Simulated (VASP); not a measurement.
Rb: single point with PBE

The system is Rb, in a box.

```
CELL_PARAMETERS angstrom
9.00000 0.00000 0.00000
0.00000 9.30000 0.00000
0.00000 0.00000 9.60000
ATOMIC_POSITIONS crystal
Rb 0.00000 0.00000 0.00000
```

* Program: VASP 6.6.1
* Task: single point
* Functional: PBE
* Potentials or basis: VASP PAW PBE potentials, release 64 (Rb_sv)
* Cutoff: 400 eV
* k mesh: 1 × 1 × 1
* Occupations: fermi-dirac, width 0.1 eV
* Spin: collinear spin, ferromagnetic start
* Starting moments: [1.0] μB
* Dipole correction: no
* Further INCAR settings: ALGO = Normal; EDIFF = 1e-06; NBANDS = 14

- Gap between the frontier levels: 0.04 eV
- Net moment: -0.10 μB per cell
- Valence electrons inside the program's atomic spheres: Rb 7.29

Levels at points of the mesh, in eV from the valence-band top:
Spin up:
```
           k point  band 2  band 3  band 4  band 5  band 6  band 7
(0.00, 0.00, 0.00)  -13.71  -13.71  -13.70    0.04    2.01    2.08
```
Spin down:
```csv
k point,band 1,band 2,band 3,band 4,band 5,band 6,band 7,band 8,band 9,band 10
"(0.00, 0.00, 0.00)",-29.65,-13.72,-13.71,-13.71,0.00,1.96,2.04,2.13,2.14,2.15
```

Run time: 110 s on 1 thread of AMD EPYC 9R45 96-Core Processor (Zen 5), on a shared host, peak memory 0.66 GiB.
